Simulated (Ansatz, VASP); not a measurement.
# Sn3Se in VASP and in Ansatz

The input INCAR:

```
  PREC = Accurate
  ENCUT = 520
  EDIFF = 1E-7
  ISMEAR = 0
  SIGMA = 0.15
  LREAL = False
  LASPH = True
  NELM = 60
  ALGO = Normal
  ISIF = 2
  LWAVE = False
  LCHARG = True
  GGA = PS
  LELF = True
  LVHAR = True
  NBANDS = 32
```

The input KPOINTS:

```
Automatic mesh
0
Gamma
  12 12 12
```

Contents of POSCAR:

```
Sn3Se
1.0
    4.7232748101      0.5679010769      0.5679010769
    0.5679010769      4.7232748101      0.5679010769
    0.5679010769      0.5679010769      4.7232748101
Sn Se
3 1
Direct
    0.0000000000      0.5000000000      0.5000000000
    0.5000000000      0.0000000000      0.5000000000
    0.5000000000      0.5000000000      0.0000000000
    0.0000000000      0.0000000000      0.0000000000
```

Input for Ansatz:

```yaml
crystal:
  lattice:
    - [4.7232748101, 0.5679010769, 0.5679010769]
    - [0.5679010769, 4.7232748101, 0.5679010769]
    - [0.5679010769, 0.5679010769, 4.7232748101]
  atoms:
    - { symbol: Sn, position: [0.0, 0.5, 0.5] }
    - { symbol: Sn, position: [0.5, 0.0, 0.5] }
    - { symbol: Sn, position: [0.5, 0.5, 0.0] }
    - { symbol: Se, position: [0.0, 0.0, 0.0] }
basis:
  ecutwfc: 420
kpoints:
  mp_grid: { grid: [12, 12, 12] }
hamiltonian:
  xc: pbesol
scf:
  occupations: { method: gaussian, width: 0.15 }
output:
  forces: true
  stress: true
  eigenvalues: true
  write_density: true
  write_potential: true
  elf: true
  volumetric_format: npy
```

Alike in both runs: task single point; functional PBEsol; k mesh 12 × 12 × 12; occupations gaussian, width 0.15 eV; no spin polarisation.

|  | VASP | Ansatz |
| --- | --- | --- |
| version | VASP 6.6.1 | Ansatz 0.2.0 |
| potentials or method | VASP PAW PBE potentials, release 64 (Sn_d, Se), cutoff 520 eV | scalar-relativistic, plane waves, PAW |
| valence electrons in the cell | 48 | 58 |

|  | VASP | Ansatz | Ansatz less VASP |
| --- | --- | --- | --- |
| gap on the k mesh at the Fermi level (eV) | none | none | - |
| pressure (GPa) | 7.1 | 7.1 | +0.02 |
| traceless stress, the component that is largest in VASP (GPa) | -5.39 | -5.38 | +0.014 |

VASP's potentials were made for PBE, not for PBEsol. A gap of «none» marks a metal or a gap that the smearing closes. With one functional, cell and mesh, what is left measures potentials, basis and numerics. VASP's potentials hold 48 valence electrons a cell and Ansatz's 58, so a difference there can come from the potentials and not from the codes.
